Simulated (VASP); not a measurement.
Wanted: the native input for a VASP 6.6.1 run.

* Task: single point
* Functional: LDA
* Potentials or basis: VASP PAW LDA potentials, release 64 (Ta_pv, Si)
* Cutoff: 520 eV
* k mesh: 8 × 8 × 5
* Occupations: fermi-dirac, width 0.1 eV
* Spin: no spin polarisation
* Dipole correction: no
* Further INCAR settings: ALGO = Normal; EDIFF = 1e-06; NBANDS = 38

The structure of TaSi2 lies in POSCAR:

```
TaSi2
1.0
    4.7342629644      0.0000000000      0.0000000000
   -2.3671314822      4.0999919954      0.0000000000
    0.0000000000      0.0000000000      6.5170840662
Ta Si
3 6
Direct
    0.5000000000      0.0000000000      0.0000000000
    0.5000000000      0.5000000000      0.6666666667
    0.0000000000      0.5000000000      0.3333333333
    0.1596002992      0.3192005983      0.0000000000
    0.8403997008      0.1596002992      0.6666666667
    0.6807994017      0.8403997008      0.3333333333
    0.8403997008      0.6807994017      0.0000000000
    0.1596002992      0.8403997008      0.6666666667
    0.3192005983      0.1596002992      0.3333333333
```

The input as run:

INCAR

```
PREC = Accurate
ENCUT = 520
EDIFF = 1E-6
ISMEAR = -1
SIGMA = 0.1
LREAL = False
LASPH = True
NELM = 100
ALGO = Normal
ISIF = 2
LWAVE = False
LCHARG = True
LELF = True
LVHAR = True
NBANDS = 38
```

KPOINTS

```
Automatic mesh
0
Gamma
  8 8 5
```

Potentials or basis: VASP PAW LDA potentials, release 64 (Ta_pv, Si).

The run is started by

```sh
$ cat potpaw_LDA.64/Ta_pv/POTCAR potpaw_LDA.64/Si/POTCAR > POTCAR
$ mpirun -np 1 vasp_std > vasp.out
```

It gave:

```yaml
Pressure: 0.5 GPa
Largest_force: 0.013 eV/Å
Band_gap_on_the_k_mesh: zero (an odd number of electrons rules out a gap without spin polarisation)
```

Caveat: spin-orbit coupling is left out, which moves the levels of the heavy elements.

It took 2.9 min on 1 thread of Intel Xeon 8259CL, on a shared host, peak memory 0.26 GiB.
